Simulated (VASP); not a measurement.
# Ta2AlC2N (I4/mmm) in VASP: a series of runs

Runs on Ta2AlC2N. Level: PBE. Tasks: single point, relaxation of cell and atoms.

Everything below comes from runs of VASP 6.6.1. Logs are shortened: lines on timing, memory, paths and dates and some standing lists are left out, and cuts for length are marked.

## Step 1: The cell of the first run

Symmetry: I4/mmm, No. 139, tetragonal system. Conventional cell: a = 3.885 Å, b = 3.885 Å, c = 10.358 Å, α = 90.00°, β = 90.00°, γ = 90.00°. Within 2.0 Å of Ta (site symmetry 4mm) lie 1 N at 1.51 Å. Al (site symmetry 4/mmm) has 4 N at 2.75 Å and 10 Ta at 3.13 to 3.67 Å and 8 C at 3.24 Å within 3.7 Å. C (site symmetry -4m2) has 4 Ta at 2.22 Å and 4 C at 2.75 Å within 2.9 Å. N (site symmetry 4/mmm) has 2 Ta at 1.51 Å within 2.0 Å.

The cell was built from a structure type or drawn by symmetry, and may not be a known phase.

## Step 2: Single point, PBE

Contents of INCAR:

```
SYSTEM = Ta2AlC2N
ALGO = Normal ; EDIFF = 1E-6
ENCUT = 520 ; GGA = PE
ISIF = 2 ; ISMEAR = 0
LASPH = .TRUE. ; LCHARG = .FALSE.
LREAL = .FALSE. ; LWAVE = .FALSE.
NBANDS = 28 ; NELM = 60
PREC = Accurate ; SIGMA = 0.1
```

Contents of KPOINTS:

```
k-points
0
G
  6 6 6
  0 0 0
```

Contents of POSCAR:

```
Ta2AlC2N
1.0
   -1.9423436500      1.9423436500      5.1790373600
    1.9423436500     -1.9423436500      5.1790373600
    1.9423436500      1.9423436500     -5.1790373600
Ta Al C N
2 1 2 1
Direct
    0.6457520100      0.6457520100      0.0000000000
    0.3542479900      0.3542479900      0.0000000000
    0.0000000000      0.0000000000      0.0000000000
    0.2500000000      0.7500000000      0.5000000000
    0.7500000000      0.2500000000      0.5000000000
    0.5000000000      0.5000000000      0.0000000000
```

Potentials or basis: VASP PAW PBE potentials, release 64 (Ta_pv, Al, C, N).

Command:

```console
$ cat potpaw_PBE.64/Ta_pv/POTCAR potpaw_PBE.64/Al/POTCAR potpaw_PBE.64/C/POTCAR potpaw_PBE.64/N/POTCAR > POTCAR
$ mpirun -np 1 vasp_std > vasp.out
```

OUTCAR:

```text
SYSTEM = Ta2AlC2N
   EDIFF = 1E-6
   ENCUT = 520
   GGA = PE
   ISIF = 2
   ISMEAR = 0
   LASPH = .TRUE.
   LREAL = .FALSE.
   NELM = 60
   PREC = Accurate

 ion  position               nearest neighbor table
   1  0.646  0.646  0.000-   6 1.51   5 2.22   4 2.22   4 2.22   5 2.22   2 3.02   3 3.13   3 3.13
                             3 3.13   3 3.13   2 3.49   2 3.49   2 3.49   2 3.49
   2  0.354  0.354  0.000-   6 1.51   4 2.22   5 2.22   5 2.22   4 2.22   1 3.02   3 3.13   3 3.13
                             3 3.13   3 3.13   1 3.49   1 3.49   1 3.49   1 3.49
   3  0.000  0.000  0.000-   1 3.13   2 3.13   1 3.13   2 3.13   1 3.13   2 3.13   2 3.13   1 3.13

   4  0.250  0.750  0.500-   2 2.22   1 2.22   2 2.22   1 2.22
   5  0.750  0.250  0.500-   2 2.22   1 2.22   2 2.22   1 2.22
   6  0.500  0.500  0.000-   1 1.51   2 1.51

  LATTYP: Found a body centered tetragonal cell.
 ALAT       =     3.8846873000
 C/A-ratio  =     2.6663857140

  Lattice vectors:

 A1 = (  -1.9423436500,   1.9423436500,   5.1790373600)
 A2 = (   1.9423436500,  -1.9423436500,   5.1790373600)
 A3 = (   1.9423436500,   1.9423436500,  -5.1790373600)

Analysis of symmetry for initial positions (statically):
=====================================================================
 Subroutine PRICEL returns:
 Original cell was already a primitive cell.

 Routine SETGRP: Setting up the symmetry group for a
 body centered tetragonal supercell.

 Subroutine GETGRP returns: Found 16 space group operations
 (whereof 16 operations were pure point group operations)
 out of a pool of 16 trial point group operations.

The static configuration has the point symmetry D_4h.

Analysis of symmetry for dynamics (positions and initial velocities):
=====================================================================
 Subroutine PRICEL returns:
 Original cell was already a primitive cell.

 Routine SETGRP: Setting up the symmetry group for a
 body centered tetragonal supercell.

 Subroutine GETGRP returns: Found 16 space group operations
 (whereof 16 operations were pure point group operations)
 out of a pool of 16 trial point group operations.

The dynamic configuration has the point symmetry D_4h.

 Subroutine INISYM returns: Found 16 space group operations
 (whereof 16 operations are pure point group operations),
 and found     1 'primitive' translations

----------------------------------------------------------------------------------------

                                     Primitive cell

  volume of cell :      78.1558

  direct lattice vectors                    reciprocal lattice vectors
    -1.942343650  1.942343650  5.179037360     0.000000000  0.257420977  0.096543038
     1.942343650 -1.942343650  5.179037360     0.257420977  0.000000000  0.096543038
     1.942343650  1.942343650 -5.179037360     0.257420977  0.257420977  0.000000000

  length of vectors
     5.862407840  5.862407840  5.862407840     0.274929296  0.274929296  0.364048237

  position of ions in fractional coordinates (direct lattice)
     0.645752010  0.645752010  0.000000000
     0.354247990  0.354247990  0.000000000
     0.000000000  0.000000000  0.000000000
     0.250000000  0.750000000  0.500000000
     0.750000000  0.250000000  0.500000000
     0.500000000  0.500000000  0.000000000

  ion indices of the primitive-cell ions
   primitive index   ion index
                 1           1
                 2           2
                 3           3
                 4           4
                 5           5
                 6           6

----------------------------------------------------------------------------------------

 KPOINTS: k-points

Automatic generation of k-mesh.
 Grid dimensions read from file:
 generate k-points for:    6    6    6

 Generating k-lattice:

  Cartesian coordinates                     Fractional coordinates (reciprocal lattice)
     0.000000000  0.042903496  0.016090506     0.166666667  0.000000000  0.000000000
     0.042903496  0.000000000  0.016090506     0.000000000  0.166666667  0.000000000
     0.042903496  0.042903496  0.000000000     0.000000000  0.000000000  0.166666667

  Length of vectors
     0.045821549  0.045821549  0.060674706

  Shift w.r.t. Gamma in fractional coordinates (k-lattice)
     0.000000000  0.000000000  0.000000000

 Subroutine IBZKPT returns following result:
 ===========================================

 Found     30 irreducible k-points:

 Following reciprocal coordinates:
            Coordinates               Weight
  0.000000  0.000000  0.000000      1.000000
  0.166667  0.000000  0.000000      8.000000
  0.333333  0.000000  0.000000      8.000000
  0.500000  0.000000 -0.000000      4.000000
  0.166667  0.166667  0.000000      8.000000
  0.333333  0.166667  0.000000     16.000000
[... 16 lines left out ...]
 -0.333333 -0.333333  0.166667      8.000000
 -0.166667 -0.333333  0.166667      8.000000
 [... further k-points ...]
   k-points           NKPTS =     30   k-points in BZ     NKDIM =     30   number of bands    NBANDS=     28
   number of dos      NEDOS =    301   number of ions     NIONS =      6
   total plane-waves  NPLWV = 110592
   dimension x,y,z NGX =    48 NGY =   48 NGZ =   48
   dimension x,y,z NGXF=    96 NGYF=   96 NGZF=   96
   ions per type =               2   1   2   1
   NGX,Y,Z   is equivalent  to a cutoff of  13.61, 13.61, 13.61 a.u.
   NGXF,Y,Z  is equivalent  to a cutoff of  27.22, 27.22, 27.22 a.u.
 SYSTEM =  Ta2AlC2N
   PREC   = accura    normal or accurate (medium, high low for compatibility)
   ISTART =      0    job   : 0-new  1-cont  2-samecut
   ICHARG =      2    charge: 1-file 2-atom 10-const
   ISPIN  =      1    spin polarized calculation?
   LNONCOLLINEAR =      F non collinear calculations
   LSORBIT =      F    spin-orbit coupling
   LASPH  =      T    aspherical Exc in radial PAW
   ENCUT  =  520.0 eV  38.22 Ry    6.18 a.u.  10.90 10.90 10.90*2*pi/ulx,y,z
   NELM   =     60;   NELMIN=  2; NELMDL= -5     # of ELM steps
   EDIFF  = 0.1E-05   stopping-criterion for ELM
   LREAL  =      F    real-space projection
   EDIFFG = 0.1E-04   stopping-criterion for IOM
   NSW    =      0    number of steps for IOM
   IBRION =     -1    ionic relax: 0-MD 1-quasi-New 2-CG
   NFREE  =      0    steps in history (QN), initial steepest desc. (CG)
   ISIF   =      2    stress and relaxation
   ISYM   =      2    0-nonsym 1-usesym 2-fastsym
   POTIM  = 0.5000    time-step for ionic-motion
   TEBEG  =    0.0;   TEEND  =   0.0 temperature during run
   PSTRESS=    0.0 pullay stress
   NELECT =      38.0000    total number of electrons
   NUPDOWN=      -1.0000    fix difference up-down
   EMIN   =  10.00;   EMAX   =-10.00  energy-range for DOS
   EFERMI =   0.00;   METHOD = LEGACY
   ISMEAR =     0;   SIGMA  =   0.10  broadening in eV -4-tet -1-fermi 0-gaus
   EFERMI_NEDOS =   21; number of points for ismear=-14 and -15
   IALGO  =     38    algorithm
   IMIX   =      4    mixing-type and parameters
     AMIX     =   0.40;   BMIX     =  1.00
     AMIX_MAG =   1.60;   BMIX_MAG =  1.00
  volume/ion in A,a.u.               =      13.03        87.90
  Fermi-wavevector in a.u.,A,eV,Ry     =   1.287308  2.432658 22.547039  1.657161
  Thomas-Fermi vector in A             =   2.419330
   LORBIT       =      0    0 simple, 1 ext, 2 COOP (PROOUT), +10 PAW based schemes
   GGA     = PE    functional components
   LHFCALC =     F    Hartree Fock is set to
   AEXX    =    0.0000 exact exchange contribution
   IVDW    =     0    specifies the selected vdW correction
   LEPSILON=     F    determine dielectric tensor
   LRPA    =     F    only Hartree local field effects (RPA)
 non-spin polarized calculation
 Gauss-broadening in eV      SIGMA  =   0.10
  energy-cutoff  :      520.00
  volume of cell :       78.16
 maximum number of plane-waves:      2124
 NGX is ok and might be reduce to    48
   NGX = 21   NGY = 21   NGZ = 21

 number of electron      38.0000000 magnetization

 Free energy of the ion-electron system (eV)
  ---------------------------------------------------
  ext. energy  EPLUGINS =         0.00000000
  ---------------------------------------------------
  free energy    TOTEN  =       -42.24178914 eV

  energy without entropy =      -42.23233844  energy(sigma->0) =      -42.23706379

 E-fermi :   6.3252     XC(G=0): -11.4345

 val. band max:        6.2514245860   @ k =   0.5000   0.5000   0.3333
 cond. band min:       6.3281987445   @ k =   0.3333   0.3333   0.0000
 fundamental gap:      0.0767741585
 Fermi energy:         6.3251884769

 k-point     1 :       0.0000    0.0000    0.0000
  band No.  band energies     occupation
      1     -30.1484      2.00000
      2     -29.5493      2.00000
      3     -28.0193      2.00000
      4     -28.0193      2.00000
      5     -28.0053      2.00000
      6     -28.0053      2.00000
[... 20 lines left out ...]
     27      10.4600      0.00000
     28      11.2523      0.00000

 k-point     2 :       0.1667    0.0000    0.0000
  band No.  band energies     occupation
      1     -30.1386      2.00000
      2     -29.5590      2.00000
      3     -28.0457      2.00000
      4     -28.0325      2.00000
      5     -28.0030      2.00000
      6     -27.9903      2.00000
[... 20 lines left out ...]
     27      11.4526      0.00000
     28      11.9022      0.00000

 k-point     3 :       0.3333    0.0000    0.0000
  band No.  band energies     occupation
      1     -30.1179      2.00000
      2     -29.5795      2.00000
      3     -28.0841      2.00000
      4     -28.0446      2.00000
      5     -28.0123      2.00000
      6     -27.9744      2.00000
[... 20 lines left out ...]
     27      12.0389      0.00000
     28      12.1862      0.00000

 k-point     4 :       0.5000    0.0000   -0.0000
  band No.  band energies     occupation
      1     -30.1069      2.00000
      2     -29.5905      2.00000
      3     -28.1015      2.00000
      4     -28.0489      2.00000
      5     -28.0187      2.00000
      6     -27.9683      2.00000
[... 578 lines left out ...]
     27      11.6126      0.00000
     28      12.1688      0.00000

 k-point    23 :      -0.3333   -0.3333    0.1667
  band No.  band energies     occupation
      1     -30.0958      2.00000
      2     -29.6055      2.00000
      3     -28.0914      2.00000
      4     -28.0709      2.00000
      5     -27.9753      2.00000
      6     -27.9549      2.00000
[... 20 lines left out ...]
     27      11.3799      0.00000
     28      11.8948      0.00000

 k-point    24 :      -0.1667   -0.3333    0.1667
  band No.  band energies     occupation
      1     -30.1120      2.00000
      2     -29.5892      2.00000
      3     -28.0740      2.00000
      4     -28.0609      2.00000
      5     -27.9742      2.00000
      6     -27.9615      2.00000
[... 20 lines left out ...]
     27      11.2230      0.00000
     28      12.4958      0.00000

 [... further k-points ...]
[... 5 lines left out ...]
  --------------------------------------------------------------------------------------
  -------------------------------------------------------------------------------------
  Total        4.3331437      4.3331437     91.0468249      0.0000000      0.0000000      0.0000000
  in kB       88.8285341     88.8285341   1866.4407680      0.0000000      0.0000000      0.0000000
  external PRESSURE =     681.3659454 kB  Pullay stress =       0.0000000 kB

 VOLUME and BASIS-vectors are now :
 -----------------------------------------------------------------------------
  energy-cutoff  :      520.00
  volume of cell :       78.16
      direct lattice vectors                 reciprocal lattice vectors
    -1.942343650  1.942343650  5.179037360     0.000000000  0.257420977  0.096543038
     1.942343650 -1.942343650  5.179037360     0.257420977  0.000000000  0.096543038
     1.942343650  1.942343650 -5.179037360     0.257420977  0.257420977  0.000000000

 POSITION                                       TOTAL-FORCE (eV/Angst)
 -----------------------------------------------------------------------------------
      0.00000      0.00000      6.68875        -0.000000     -0.000000     35.132423
      0.00000      0.00000      3.66933        -0.000000     -0.000000    -35.132423
      0.00000      0.00000      0.00000         0.000000      0.000000      0.000000
      1.94234     -0.00000      2.58952         0.000000      0.000000      0.000000
     -0.00000      1.94234      2.58952         0.000000      0.000000     -0.000000
      0.00000      0.00000      5.17904         0.000000      0.000000      0.000000
 -----------------------------------------------------------------------------------
    total drift:                                0.000000      0.000000     -0.000000

  FREE ENERGIE OF THE ION-ELECTRON SYSTEM (eV)
  ---------------------------------------------------
  free  energy   TOTEN  =       -42.2417891353 eV

  energy  without entropy=      -42.2323384409  energy(sigma->0) =      -42.23706379
```

Run time: 86 s. Hardware: 1 thread of AMD EPYC 9R45 (Zen 5), shared host; peak memory 0.33 GiB.

Results:

```
Free energy            : -42.2418 eV
Pressure               : 68.1 GPa
Largest force          : 35.132 eV/Å
Band gap on the k mesh : zero (bands 19 and 20 overlap by 1.40 eV)
```

Forces in eV/Å, atoms in the order of the input:
```
Ta    0.000   0.000  35.132
Ta    0.000   0.000 -35.132
Al    0.000   0.000   0.000
C     0.000   0.000   0.000
C     0.000   0.000   0.000
N     0.000   0.000   0.000
```

Stress tensor (GPa, compression positive):
```
  8.88   0.00   0.00
  0.00   8.88   0.00
  0.00   0.00 186.64
```

Levels at points of the mesh, in eV from the Fermi level:
```tsv
k point	band 15	band 16	band 17	band 18	band 19	band 20	band 21	band 22	band 23	band 24
(0.00, 0.00, 0.00)	-4.35	-4.35	-4.00	0.22	0.89	0.89	2.21	3.67	3.67	3.97
(0.50, 0.00, 0.00)	-3.61	-2.52	-2.19	-1.91	-0.79	-0.51	0.25	1.09	2.46	3.41
(0.50, 0.50, 0.00)	-2.66	-1.98	-1.46	-1.04	-0.94	0.35	1.20	1.25	1.25	2.45
(0.50, 0.50, 0.50)	-3.22	-3.22	-0.75	-0.75	-0.50	0.72	0.79	1.45	2.02	4.42
```

Caveat: atoms lie so close that the PAW spheres overlap strongly, which falsifies energies and pressures; the cell stands under pressure; spin-orbit coupling is left out, which moves the levels of the heavy elements; forces of over 1 eV/Å act on the atoms, so gaps and moduli don't describe the material at rest.

## Step 3: Single point, PBE

This run uses another cell than the first one, of 14.30 Å³/atom.

Contents of INCAR:

```
PREC = Accurate ; ENCUT = 520
EDIFF = 1E-7 ; ISMEAR = 0
SIGMA = 0.1 ; LREAL = False
LASPH = True ; NELM = 80
ALGO = Normal ; ISIF = 2
LWAVE = False ; LCHARG = True
GGA = PE ; LELF = True
LVHAR = True ; NBANDS = 28
```

Contents of KPOINTS:

```
Automatic mesh
0
Gamma
  6 6 6
```

Contents of POSCAR:

```
Ta2AlC2N
1.0
   -2.0624767382      2.0624767382      5.0436530074
    2.0624767382     -2.0624767382      5.0436530074
    2.0624767382      2.0624767382     -5.0436530074
Ta Al C N
2 1 2 1
Direct
    0.6933723910      0.6933723910      0.0000000000
    0.3066276090      0.3066276090      0.0000000000
    0.0000000000      0.0000000000      0.0000000000
    0.2500000000      0.7500000000      0.5000000000
    0.7500000000      0.2500000000      0.5000000000
    0.5000000000      0.5000000000      0.0000000000
```

Potentials or basis: VASP PAW PBE potentials, release 64 (Ta_pv, Al, C, N).

Command:

```console
$ cat potpaw_PBE.64/Ta_pv/POTCAR potpaw_PBE.64/Al/POTCAR potpaw_PBE.64/C/POTCAR potpaw_PBE.64/N/POTCAR > POTCAR
$ mpirun -np 1 vasp_std > vasp.out
```

It took 93 s on 1 thread of AMD EPYC 9R45 (Zen 5), shared host; peak memory 0.34 GiB.

It converged, with:

* Free energy: -54.2155 eV
* Pressure: 0.6 GPa
* Largest force: 0.039 eV/Å
* Band gap on the k mesh: zero (bands 19 and 20 overlap by 1.46 eV)

Forces on the atoms (eV/Å):
```
Ta   0.000  0.000  0.039
Ta   0.000  0.000 -0.039
Al   0.000  0.000  0.000
C    0.000  0.000  0.000
C    0.000  0.000  0.000
N    0.000  0.000  0.000
```

Stress tensor (GPa, compression positive):
```
0.69 0.00 0.00
0.00 0.69 0.00
0.00 0.00 0.46
```

Levels at points of the mesh, in eV from the Fermi level:
| k point | band 17 | band 18 | band 19 | band 20 | band 21 | band 22 |
| --- | --- | --- | --- | --- | --- | --- |
| (0.00, 0.00, 0.00) | -2.74 | -1.63 | -0.33 | -0.33 | 3.12 | 3.12 |
| (0.50, 0.00, 0.00) | -2.68 | -1.60 | -0.39 | 0.67 | 1.99 | 2.15 |
| (0.50, 0.50, 0.00) | -3.13 | -3.06 | -0.49 | 0.16 | 1.20 | 2.42 |
| (0.50, 0.50, 0.50) | -1.58 | -1.56 | -1.56 | -0.30 | 1.85 | 2.84 |

Caveat: spin-orbit coupling is left out, which moves the levels of the heavy elements.

[end of part 1 of 2]
